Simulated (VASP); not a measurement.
The system is NaTbC.

```
Na Tb C
1.0
     2.80273   -3.21564    0.00000
     2.80273    3.21564    0.00000
     0.00000    0.00000    3.53186
Na Tb C
1 1 1
Direct
  0.00000 0.00000 0.00000
  0.50000 0.50000 0.00000
  0.50000 0.50000 0.50000
```

The cell was generated, and may not be a known phase.

| Quantity | Value |
| --- | --- |
| Program | VASP 6.6.1 |
| Task | relaxation of cell and atoms |
| Functional | PBE |
| Potentials or basis | VASP PAW PBE potentials, release 64 (Na_pv, Tb_3, C), 4f in core |
| Cutoff | 600 eV |
| k mesh | 4 × 4 × 6 |
| Occupations | gaussian, width 0.1 eV |
| Spin | no spin polarisation |

At the start: pressure 34.2 GPa; volume 21.22 Å³/atom.

How do energy, volume and symmetry change on relaxing?

Over 14 steps the energy falls by 1169.6 meV/atom and the volume is 34.73 Å³/atom (+63.7 %); space group Cmmm (No. 65, to 0.1 Å) before, P4/mmm (No. 123, to 0.1 Å).

Step by step:
```
step  energy change (eV)  largest force (eV/Å)  pressure (GPa)  volume (Å³)
   1              0.0000                0.0000           34.17        63.66
   2             -1.3550                0.0000           -4.87       110.10
   3             -2.9865                0.0000            1.04        84.27
   4             -3.0353                0.0000            2.63        82.13
   5             -3.0415                0.0000            3.83        80.78
   6             -3.0419                0.0000            3.50        81.14
   7             -3.3444                0.0000            1.74        88.99
   8             -3.4934                0.0000            0.44        98.71
   9             -3.5072                0.0000            0.10       102.36
  10             -3.5081                0.0000            0.01       103.47
  11             -3.5080                0.0000           -0.02       103.94
  12             -3.5085                0.0000            0.08       104.00
  13             -3.5086                0.0000            0.12       104.02
  14             -3.5089                0.0000            0.05       104.19
```

Final structure:
```cif
data_structure
_symmetry_space_group_name_H-M 'P 1'
_symmetry_Int_Tables_number 1
_cell_length_a 4.9567
_cell_length_b 4.9567
_cell_length_c 4.2410
_cell_angle_alpha 90.000
_cell_angle_beta 90.000
_cell_angle_gamma 90.081
_cell_volume 104.19
loop_
_atom_site_label
_atom_site_type_symbol
_atom_site_fract_x
_atom_site_fract_y
_atom_site_fract_z
_atom_site_occupancy
Na1 Na 0.00000 0.00000 0.00000 1
Tb1 Tb 0.50000 0.50000 0.00000 1
C1 C 0.50000 0.50000 0.50000 1
```

Caveat: the k points lie up to 0.32 Å⁻¹ apart in the final cell, too coarse for converged energies and pressures of a metal; the volume moved by over 15 % at a fixed basis, so the end points are rough.
